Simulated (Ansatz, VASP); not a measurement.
**Two plane-wave programs on CsBe3S3**

```
CELL_PARAMETERS angstrom
6.21578 0.00000 0.00000
0.00000 6.21578 0.00000
0.00000 0.00000 6.21578
ATOMIC_POSITIONS crystal
Cs 0.50000 0.50000 0.50000
Cs 0.00000 0.00000 0.00000
Be 0.50000 0.00000 0.75000
Be 0.75000 0.50000 0.00000
Be 0.00000 0.75000 0.50000
Be 0.50000 0.00000 0.25000
Be 0.25000 0.50000 0.00000
Be 0.00000 0.25000 0.50000
S 0.00000 0.50000 0.75000
S 0.75000 0.00000 0.50000
S 0.50000 0.75000 0.00000
S 0.00000 0.50000 0.25000
S 0.25000 0.00000 0.50000
S 0.50000 0.25000 0.00000
```

Alike in both runs: functional PBE; k mesh 4 × 4 × 4; occupations gaussian, width 0.1 eV; no spin polarisation.

Ansatz relaxed the structure, and its values are those at the end. VASP's run is a single point on that final structure, the one shown.

|  | VASP | Ansatz |
| --- | --- | --- |
| version | VASP 6.6.1 | Ansatz 0.2.0 |
| potentials or method | VASP PAW PBE potentials, release 64 (Cs_sv, Be, S), cutoff 520 eV | scalar-relativistic, plane waves, PAW |
| valence electrons in the cell | 66 | 66 |

Ansatz gave:

| Item | Value |
| --- | --- |
| gap on the k mesh at the Fermi level (eV) | none |
| pressure (GPa) | 0.2 |

Q: Estimate VASP's values.

A: gap on the k mesh at the Fermi level (eV): none; pressure (GPa): 0.3.

A gap of «none» marks a metal or a gap that the smearing closes.

Neither program's run includes spin-orbit coupling.
